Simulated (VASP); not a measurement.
Runs of VASP 6.6.1 on Zn. The structure is that of space group Fm-3m (No. 225), or close to it. The cells are those of the table. 

```csv
cell,gap on the mesh (eV),pressure (GPa)
"a = 2.728 Å, angles 60.0°, 1 atom",none,-0.8
"a = 2.827 Å, angles 60.0°, 1 atom",none,(a)
"a = 2.754 Å, angles 60.0°, 1 atom",none,-2.9
"a = 2.779 Å, angles 60.0°, 1 atom",none,-4.7
"a = 2.702 Å, angles 60.0°, 1 atom",none,(b)
"a = 2.803 Å, angles 60.0°, 1 atom",none,-6.1
"a = 2.851 Å, angles 60.0°, 1 atom",none,-8.5
```

Alike in all rows: task single point; level PBEsol; potentials or basis VASP PAW PBE potentials, release 64 (Zn); no spin polarisation; k mesh 13 × 13 × 13; cutoff (eV) 520; smearing fermi-dirac 0.15 eV.

Q: Fill in the values left out.

A: (a) -7.3; (b) 1.8.

Caveats: the PAW data sets were made with another functional, which shifts forces and pressure a little.

A gap of «none» marks levels without a gap at the run's occupations.
